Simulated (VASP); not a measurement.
Set up this calculation in VASP 6.6.1, as the native input.

```
Task                   : single point
Functional             : PBE
Potentials or basis    : VASP PAW PBE potentials, release 64 (Sr_sv, Sn_d, O)
Cutoff                 : 520 eV
k mesh                 : 8 × 8 × 6
Occupations            : gaussian, width 0.1 eV
Spin                   : no spin polarisation
Dipole correction      : no
Further INCAR settings : ALGO = Normal; EDIFF = 1e-06; NBANDS = 35
```

The structure of Sr2SnO3 lies in POSCAR:

```
Sr2SnO3
1.0
    3.2337813375     -3.2373466738      0.0000000000
    3.2337813375      3.2373466738      0.0000000000
    0.0000000000      0.0000000000      8.3892042131
Sr Sn O
2 1 3
Direct
    0.5000000000      0.5000000000      0.7496190758
    0.5000000000      0.5000000000      0.2503809242
    0.0000000000      0.0000000000      0.0000000000
    0.0000000000      0.5000000000      0.0000000000
    0.5000000000      0.0000000000      0.0000000000
    0.5000000000      0.5000000000      0.0000000000
```

The cell was generated, and may not be a known phase.

The input as run:

INCAR

```
  ALGO = Normal
  EDIFF = 1E-6
  ENCUT = 520
  GGA = PE
  ISIF = 2
  ISMEAR = 0
  LASPH = True
  LCHARG = True
  LELF = True
  LREAL = False
  LVHAR = True
  LWAVE = False
  NBANDS = 35
  NELM = 100
  PREC = Accurate
  SIGMA = 0.1
```

KPOINTS

```
k-points
0
Gamma
  8 8 6
```

Potentials or basis: VASP PAW PBE potentials, release 64 (Sr_sv, Sn_d, O).

Launch:

```sh
$ cat potpaw_PBE.64/Sr_sv/POTCAR potpaw_PBE.64/Sn_d/POTCAR potpaw_PBE.64/O/POTCAR > POTCAR
$ mpirun -np 1 vasp_std > vasp.out
```

It gave:

```
Pressure               : 0.3 GPa
Largest force          : 0.206 eV/Å
Band gap on the k mesh : zero (bands 26 and 27 overlap by 0.82 eV)
```

Caveat: spin-orbit coupling is left out, which moves the levels of the heavy elements.

It took 4.9 min on 1 thread of Intel(R) Xeon(R) 6975P-C (Granite Rapids) (shared host), peak memory 0.6 GiB.
